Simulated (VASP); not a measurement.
# F (I4_1/amd) in VASP: a series of runs, part 2 of 2

VASP 6.6.1. Earlier steps stand in the parts before.

## Step 3: Single point, PBE (5.08 Å³/atom)

This run uses another cell than the first one, of 5.08 Å³/atom.

POSCAR reads:

```
F
1.0
   -1.6208127258      1.6208127258      0.9667626149
    1.6208127258     -1.6208127258      0.9667626149
    1.6208127258      1.6208127258     -0.9667626149
F
2
Direct
   -0.3750000000     -0.1250000000     -0.2500000000
    0.3750000000      0.1250000000      0.2500000000
```

INCAR.step1 reads:

```
SYSTEM = F
PREC = Accurate ; ENCUT = 520
EDIFF = 1E-6 ; ISMEAR = -1
SIGMA = 0.05 ; LREAL = .FALSE.
LASPH = .TRUE. ; NELM = 100
ALGO = Normal ; ISIF = 2
LWAVE = .FALSE. ; LCHARG = .TRUE.
GGA = PE ; NBANDS = 14
```

KPOINTS.step1 reads:

```
Automatic mesh
0
G
  17 17 17
  0 0 0
```

INCAR.step2 reads:

```
SYSTEM = F
PREC = Accurate ; ENCUT = 520
EDIFF = 1E-6 ; ISMEAR = -5
SIGMA = 0.05 ; LREAL = .FALSE.
LASPH = .TRUE. ; NELM = 100
ALGO = Normal ; ISIF = 2
LWAVE = .FALSE. ; LCHARG = .FALSE.
GGA = PE ; LORBIT = 10
NBANDS = 14 ; NEDOS = 1001
ICHARG = 11
```

KPOINTS.step2 reads:

```
Automatic mesh
0
G
  26 26 26
  0 0 0
```

Potentials or basis: VASP PAW PBE potentials, release 64 (F).

Run with:

```bash
> cat potpaw_PBE.64/F/POTCAR > POTCAR
> cp INCAR.step1 INCAR
> cp KPOINTS.step1 KPOINTS
> mpirun -np 1 vasp_std > vasp.out
> cp INCAR.step2 INCAR
> cp KPOINTS.step2 KPOINTS
> mpirun -np 1 vasp_std > vasp.out
```

OUTCAR:

```text
SYSTEM = F
   PREC = Accurate
   ENCUT = 520
   EDIFF = 1E-6
   ISMEAR = -5
   LREAL = .FALSE.
   LASPH = .TRUE.
   NELM = 100
   ISIF = 2
   GGA = PE
   LORBIT = 10
   ICHARG = 11

 ion  position               nearest neighbor table
   1  0.625  0.875  0.750-   2 1.69   2 1.69   2 1.69   2 1.69
   2  0.375  0.125  0.250-   1 1.69   1 1.69   1 1.69   1 1.69

  LATTYP: Found a body centered tetragonal cell.
 ALAT       =     3.2416254516
 C/A-ratio  =     0.5964678087

  Lattice vectors:

 A1 = (  -1.6208127258,   1.6208127258,   0.9667626149)
 A2 = (   1.6208127258,  -1.6208127258,   0.9667626149)
 A3 = (   1.6208127258,   1.6208127258,  -0.9667626149)

Analysis of symmetry for initial positions (statically):
=====================================================================
 Subroutine PRICEL returns:
 Original cell was already a primitive cell.

 Routine SETGRP: Setting up the symmetry group for a
 body centered tetragonal supercell.

 Subroutine GETGRP returns: Found 16 space group operations
 (whereof  4 operations were pure point group operations)
 out of a pool of 16 trial point group operations.

The static configuration has the point symmetry C_2h.
 The point group associated with its full space group is D_4h.

Analysis of symmetry for dynamics (positions and initial velocities):
=====================================================================
 Subroutine PRICEL returns:
 Original cell was already a primitive cell.

 Routine SETGRP: Setting up the symmetry group for a
 body centered tetragonal supercell.

 Subroutine GETGRP returns: Found 16 space group operations
 (whereof  4 operations were pure point group operations)
 out of a pool of 16 trial point group operations.

The dynamic configuration has the point symmetry C_2h.
 The point group associated with its full space group is D_4h.

[... 131 lines left out ...]
 non-spin polarized calculation
 Fermi weights with tetrahedron method with Bloechl corrections
  energy-cutoff  :      520.00
  volume of cell :       10.16
 maximum number of plane-waves:       285

 number of electron      14.0000002 magnetization

 Free energy of the ion-electron system (eV)
  ---------------------------------------------------
  ext. energy  EPLUGINS =         0.00000000
  ---------------------------------------------------
  free energy    TOTEN  =         2.61858468 eV

  energy without entropy =        2.61858468  energy(sigma->0) =        2.61858468

 E-fermi :   6.8837     XC(G=0): -14.4078

 val. band max:        6.8874600663   @ k =  -0.1538  -0.2692   0.1538
 cond. band min:       6.8702809254   @ k =  -0.3462   0.2308   0.0385
 fundamental gap:     -0.0171791409
 Fermi energy:         6.8837344924

 k-point     1 :       0.0000    0.0000    0.0000
  band No.  band energies     occupation
      1     -23.7442      2.00000
      2     -12.5057      2.00000
      3      -1.5725      2.00000
      4      -1.5725      2.00000
      5       6.1651      2.00000
      6       6.2307      2.00000
      7       7.4593      0.00000
      8       7.4593      0.00000
      9      24.2512      0.00000
     10      27.6179      0.00000
     11      40.1631      0.00000
     12      43.4508      0.00000
     13      43.4508      0.00000
     14      45.7836      0.00000
[... 377 lines left out ...]
      1     -18.9410      2.00000
      2     -13.9989      2.00000
      3      -2.6533      2.00000
      4      -1.2308      2.00000
      5      -0.0988      2.00000
      6       3.4221      2.00000
      7       5.9004      2.00000
      8       6.8349      1.94901
      9      28.0517      0.00000
     10      30.2279      0.00000
     11      33.3220      0.00000
     12      38.4938      0.00000
     13      46.2116      0.00000
     14      47.9524      0.00000

 [... further k-points ...]

------------------------ aborting loop because EDIFF is reached ----------------------------------------

  FORCE on cell =-STRESS in cart. coord.  units (eV):
  Direction    XX          YY          ZZ          XY          YZ          ZX
  --------------------------------------------------------------------------------------
  -------------------------------------------------------------------------------------
  Total       17.0558761     17.0558761     16.9960427      0.0000000      0.0000000      0.0000000
  in kB     2689.9183678   2689.9183678   2680.4819201      0.0000000      0.0000000      0.0000000
  external PRESSURE =    2686.7728852 kB  Pullay stress =       0.0000000 kB

 VOLUME and BASIS-vectors are now :
 -----------------------------------------------------------------------------
  energy-cutoff  :      520.00
  volume of cell :       10.16
      direct lattice vectors                 reciprocal lattice vectors
    -1.620812726  1.620812726  0.966762615     0.000000000  0.308487213  0.517190045
     1.620812726 -1.620812726  0.966762615     0.308487213  0.000000000  0.517190045
     1.620812726  1.620812726 -0.966762615     0.308487213  0.308487213  0.000000000

 POSITION                                       TOTAL-FORCE (eV/Angst)
 -----------------------------------------------------------------------------------
      1.62081      0.81041      0.72507         0.000000      0.000000     -0.000000
      0.00000      0.81041      0.24169        -0.000000     -0.000000      0.000000
 -----------------------------------------------------------------------------------
    total drift:                               -0.000000      0.000000     -0.000000

  FREE ENERGIE OF THE ION-ELECTRON SYSTEM (eV)
  ---------------------------------------------------
  free  energy   TOTEN  =         2.6185846793 eV

  energy  without entropy=        2.6185846793  energy(sigma->0) =        2.61858468

 total charge

# of ion       s       p       d       tot
------------------------------------------
    1        1.826   4.170   0.000   5.996
    2        1.826   4.170   0.000   5.996
--------------------------------------------------
tot          3.652   8.340   0.000  11.992
```

OUTCAR.step1:

```text
SYSTEM = F
   PREC = Accurate
   ENCUT = 520
   EDIFF = 1E-6
   ISMEAR = -1
[... 633 lines left out ...]
      1.62081      0.81041      0.72507        -0.000000     -0.000000     -0.000000
      0.00000      0.81041      0.24169         0.000000      0.000000      0.000000
 -----------------------------------------------------------------------------------
    total drift:                               -0.000000      0.000000     -0.000000

  FREE ENERGIE OF THE ION-ELECTRON SYSTEM (eV)
  ---------------------------------------------------
  free  energy   TOTEN  =         2.6079211409 eV

  energy  without entropy=        2.6278171019  energy(sigma->0) =        2.61786912
```

OSZICAR.step1:

```text
N       E                     dE             d eps       ncg     rms          rms(c)
DAV:   1     0.640766700452E+02    0.64077E+02   -0.93688E+03 12042   0.108E+03
DAV:   2     0.323609152675E+01   -0.60841E+02   -0.58688E+02 14280   0.257E+02
DAV:   3     0.230174405947E+01   -0.93435E+00   -0.93106E+00 13182   0.285E+01
DAV:   4     0.230067075786E+01   -0.10733E-02   -0.10733E-02 14094   0.115E+00
DAV:   5     0.230066924526E+01   -0.15126E-05   -0.15130E-05 13194   0.362E-02    0.472E+00
DAV:   6     0.256459679813E+01    0.26393E+00   -0.24537E-01 13044   0.564E+00    0.208E+00
DAV:   7     0.260815448887E+01    0.43558E-01   -0.10726E-01 13950   0.357E+00    0.431E-01
DAV:   8     0.260805261096E+01   -0.10188E-03   -0.23096E-03 12462   0.482E-01    0.744E-02
DAV:   9     0.260792389233E+01   -0.12872E-03   -0.89409E-05 14880   0.111E-01    0.290E-02
DAV:  10     0.260792120584E+01   -0.26865E-05   -0.10306E-05 12216   0.318E-02    0.309E-03
DAV:  11     0.260792114087E+01   -0.64969E-07   -0.79535E-07 10074   0.118E-02
   1 F= 0.26079211E+01 E0= 0.26178691E+01  d E =-.198960E-01
```

Wall time 73 s (1 thread of Intel Xeon 6975P-C (Granite Rapids), shared host); peak memory 0.35 GiB.

What came out:

* Valence electrons inside the program's atomic spheres: F 6.00

Caveat: tetrahedron occupations give inexact forces and stress in metals.
